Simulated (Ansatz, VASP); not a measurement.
Si8NO16 in VASP and in Ansatz

```
CELL_PARAMETERS angstrom
-4.17900 -4.17900 0.00000
4.17900 -4.17900 0.00000
0.00000 0.00000 5.32980
ATOMIC_POSITIONS crystal
Si 0.50413 0.51355 0.00493
Si 0.02238 0.50327 0.22639
Si 0.46564 0.52522 0.51149
Si 0.99544 0.52110 0.75460
Si 0.00712 0.00858 0.99218
Si 0.49810 0.01742 0.24864
Si 0.00582 0.01187 0.49219
Si 0.50131 0.01431 0.75139
O 0.19761 0.51624 0.98674
O 0.04032 0.18813 0.22990
O 0.80626 0.51395 0.99588
O 0.99724 0.80618 0.24791
O 0.17884 0.51899 0.50006
O 0.00202 0.21031 0.74272
O 0.81356 0.39680 0.38929
O 0.00424 0.82287 0.74822
O 0.69813 0.02010 0.00180
O 0.49276 0.70914 0.25116
O 0.31005 0.00868 0.99595
O 0.46811 0.32213 0.25168
O 0.69644 0.01207 0.49731
O 0.47816 0.71508 0.76513
O 0.30849 0.00771 0.50130
O 0.48649 0.31811 0.75383
N 0.75790 0.54519 0.55688
```

Alike in both runs: functional PBE; k mesh 2 × 2 × 3; occupations gaussian, width 0.02 eV; collinear spin.

Ansatz relaxed the structure, and its values are those at the end. VASP's run is a single point on that final structure, the one shown.

```csv
,VASP,Ansatz
version,VASP 6.6.1,Ansatz 0.2.0
potentials or method,"VASP PAW PBE potentials, release 64 (Si, O, N), cutoff 520 eV","scalar-relativistic, plane waves, PAW"
valence electrons in the cell,133,133
```

```csv
,VASP,Ansatz,Ansatz less VASP
gap on the k mesh at the Fermi level (eV),0.72,0.71,-0.012
rms of the force components (eV/Å),0.056,0.010,-0.0459
net moment per atom (μB),0.04,0.04,0.000
size of the moment on the site where the two differ most (μB),0.44,0.28,-0.154
```

Site moments also hang on the region over which each program counts them.

The k mesh is coarse, so the values compare programs but aren't converged.
